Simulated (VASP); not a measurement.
# HfC (Fm-3m) in VASP: notebook, part 2 of 2

VASP 6.6.1. Earlier steps stand in the parts before.

## Step 4: Electric field gradients, LDA (volume scaled by 1.04)

INCAR

```
SYSTEM = HfC
PREC     = Accurate       ! precision mode
ENCUT    = 520            ! plane-wave cutoff, eV
EDIFF    = 1E-8           ! SCF threshold, eV
ISMEAR   = -1             ! smearing method
SIGMA    = 0.05           ! smearing width, eV
LREAL    = .FALSE.        ! projectors in reciprocal space
LASPH    = .TRUE.         ! aspherical terms in the spheres
NELM     = 60             ! most SCF steps
ALGO     = Normal         ! electronic algorithm
ISIF     = 2              ! what is computed and relaxed
LWAVE    = .FALSE.        ! write WAVECAR
LCHARG   = .FALSE.        ! write CHGCAR
GGA      = CA             ! functional
LEFG     = .TRUE.       
NBANDS   = 14             ! bands
```

KPOINTS

```
Automatic mesh
0
G
  12 12 12
  0 0 0
```

POSCAR

```
HfC
1.0
    0.0000000000      2.3555956139      2.3555956139
    2.3555956139      0.0000000000      2.3555956139
    2.3555956139      2.3555956139      0.0000000000
Hf C
1 1
Direct
    0.5000000000      0.5000000000      0.5000000000
    0.0000000000      0.0000000000      0.0000000000
```

Potentials or basis: VASP PAW LDA potentials, release 64 (Hf_pv, C).

The run is started by

```bash
> cat potpaw_LDA.64/Hf_pv/POTCAR potpaw_LDA.64/C/POTCAR > POTCAR
> mpirun -np 1 vasp_std > vasp.out
```

OUTCAR:

```text
SYSTEM = HfC
   PREC = Accurate
   ENCUT = 520
   EDIFF = 1E-8
   ISMEAR = -1
   LREAL = .FALSE.
   LASPH = .TRUE.
   NELM = 60
   ISIF = 2
   GGA = CA

 ion  position               nearest neighbor table
   1  0.500  0.500  0.500-   2 2.36   2 2.36   2 2.36   2 2.36   2 2.36   2 2.36
   2  0.000  0.000  0.000-   1 2.36   1 2.36   1 2.36   1 2.36   1 2.36   1 2.36

  LATTYP: Found a face centered cubic cell.
 ALAT       =     4.7111912278

  Lattice vectors:

 A1 = (   0.0000000000,   2.3555956139,   2.3555956139)
 A2 = (   2.3555956139,   0.0000000000,   2.3555956139)
 A3 = (   2.3555956139,   2.3555956139,   0.0000000000)

Analysis of symmetry for initial positions (statically):
=====================================================================
 Subroutine PRICEL returns:
 Original cell was already a primitive cell.

 Routine SETGRP: Setting up the symmetry group for a
 face centered cubic supercell.

 Subroutine GETGRP returns: Found 48 space group operations
 (whereof 48 operations were pure point group operations)
 out of a pool of 48 trial point group operations.

The static configuration has the point symmetry O_h .

Analysis of symmetry for dynamics (positions and initial velocities):
=====================================================================
 Subroutine PRICEL returns:
 Original cell was already a primitive cell.

 Routine SETGRP: Setting up the symmetry group for a
 face centered cubic supercell.

 Subroutine GETGRP returns: Found 48 space group operations
 (whereof 48 operations were pure point group operations)
 out of a pool of 48 trial point group operations.

[... 553 lines left out ...]
      6       2.8562      2.00000
      7       2.9620      2.00000
      8       9.5502      0.00000
      9      10.2513      0.00000
     10      10.4775      0.00000
     11      13.7972      0.00000
     12      15.1866      0.00000
     13      15.9130      0.00000
     14      18.1099      0.00000

 [... further k-points ...]

------------------------ aborting loop because EDIFF is reached ----------------------------------------

  FORCE on cell =-STRESS in cart. coord.  units (eV):
  Direction    XX          YY          ZZ          XY          YZ          ZX
  --------------------------------------------------------------------------------------
  -------------------------------------------------------------------------------------
  Total       -3.1746646     -3.1746646     -3.1746646      0.0000000      0.0000000     -0.0000000
  in kB     -194.5701540   -194.5701540   -194.5701540      0.0000000      0.0000000     -0.0000000
  external PRESSURE =    -194.5701540 kB  Pullay stress =       0.0000000 kB

 VOLUME and BASIS-vectors are now :
 -----------------------------------------------------------------------------
  energy-cutoff  :      520.00
  volume of cell :       26.14
      direct lattice vectors                 reciprocal lattice vectors
     0.000000000  2.355595614  2.355595614    -0.212260541  0.212260541  0.212260541
     2.355595614  0.000000000  2.355595614     0.212260541 -0.212260541  0.212260541
     2.355595614  2.355595614  0.000000000     0.212260541  0.212260541 -0.212260541

 POSITION                                       TOTAL-FORCE (eV/Angst)
 -----------------------------------------------------------------------------------
      2.35560      2.35560      2.35560         0.000000      0.000000      0.000000
      0.00000      0.00000      0.00000        -0.000000     -0.000000     -0.000000
 -----------------------------------------------------------------------------------
    total drift:                                0.000000      0.000000      0.000000

  FREE ENERGIE OF THE ION-ELECTRON SYSTEM (eV)
  ---------------------------------------------------
  free  energy   TOTEN  =       -22.7541418934 eV

  energy  without entropy=      -22.7518548635  energy(sigma->0) =      -22.75299838

 Electric field gradients (V/A^2)
---------------------------------------------------------------------
 ion       V_xx      V_yy      V_zz      V_xy      V_xz      V_yz
---------------------------------------------------------------------
   1      -0.000     0.000     0.000    -0.000    -0.000    -0.000
   2      -0.000     0.000     0.000    -0.000    -0.000    -0.000
---------------------------------------------------------------------

 Electric field gradients after diagonalization (V/A^2)
 (convention: |V_zz| > |V_xx| > |V_yy|)
----------------------------------------------------------------------
 ion       V_xx      V_yy      V_zz     asymmetry (V_yy - V_xx)/ V_zz
----------------------------------------------------------------------
   1       0.000     0.000    -0.001       0.000
   2       0.000     0.000    -0.000       0.000
----------------------------------------------------------------------

           NMR quadrupolar parameters

 Cq : quadrupolar parameter    Cq=e*Q*V_zz/h
 eta: asymmetry parameters     (V_yy - V_xx)/ V_zz
 Q  : nuclear electric quadrupole moment in mb (millibarn)
----------------------------------------------------------------------
 ion       Cq(MHz)       eta       Q (mb)
----------------------------------------------------------------------
   1      -0.000       0.000       1.000
   2      -0.000       0.000       1.000
----------------------------------------------------------------------
```

OSZICAR:

```text
N       E                     dE             d eps       ncg     rms          rms(c)
DAV:   1     0.202047522382E+02    0.20205E+02   -0.76240E+03  2024   0.968E+02
DAV:   2    -0.244161087063E+02   -0.44621E+02   -0.41676E+02  2644   0.197E+02
DAV:   3    -0.259703183096E+02   -0.15542E+01   -0.15479E+01  2436   0.263E+01
DAV:   4    -0.259779898873E+02   -0.76716E-02   -0.76711E-02  2438   0.227E+00
DAV:   5    -0.259780426792E+02   -0.52792E-04   -0.52792E-04  2418   0.168E-01    0.541E+01
DAV:   6    -0.228976002037E+02    0.30804E+01   -0.12817E+01  2250   0.182E+01    0.392E+01
DAV:   7    -0.227841810088E+02    0.11342E+00   -0.66152E-01  2526   0.539E+00    0.250E+01
DAV:   8    -0.227653645961E+02    0.18816E-01   -0.13142E-01  2454   0.250E+00    0.752E+00
DAV:   9    -0.227545276121E+02    0.10837E-01   -0.36215E-02  2286   0.106E+00    0.219E+00
DAV:  10    -0.227541488360E+02    0.37878E-03   -0.18601E-03  2522   0.305E-01    0.599E-02
DAV:  11    -0.227541425231E+02    0.63129E-05   -0.10119E-04  2334   0.798E-02    0.544E-02
DAV:  12    -0.227541421791E+02    0.34401E-06   -0.23442E-06  2580   0.121E-02    0.258E-02
DAV:  13    -0.227541418860E+02    0.29311E-06   -0.69844E-07  2268   0.456E-03    0.193E-03
DAV:  14    -0.227541418934E+02   -0.73890E-08   -0.40616E-08  2460   0.149E-03
   1 F= -.22754142E+02 E0= -.22752998E+02  d E =-.228703E-02
```

stdout:

```text
POSCAR found type information on POSCAR HfC
 POSCAR found :  2 types and       2 ions
 scaLAPACK will be used
 LDA part: xc-table for (Slater(with rela. corr.)+CA(PZ))
 , standard interpolation
 POSCAR, INCAR and KPOINTS ok, starting setup
 FFT: planning ... GRIDC
 FFT: planning ... GRID_SOFT
 FFT: planning ... GRID
 WAVECAR not read
 entering main loop
ion   1

ion   2
```

It took 14 s on 1 thread of Intel Xeon 6975P-C (Granite Rapids), shared host; peak memory 0.16 GiB.

Results:

| Property | Result |
| --- | --- |
| Free energy | -22.7541 eV |
| Pressure | -19.5 GPa |
| Band gap on the k mesh | zero (band 7 reaches 6.55 eV, above the bottom of band 8 at 5.14 eV) |

Caveat: without QUAD_EFG the Cq values of the log hold for a quadrupole moment of 1 mb, not for the nuclei; spin-orbit coupling is left out, which moves the levels of the heavy elements.
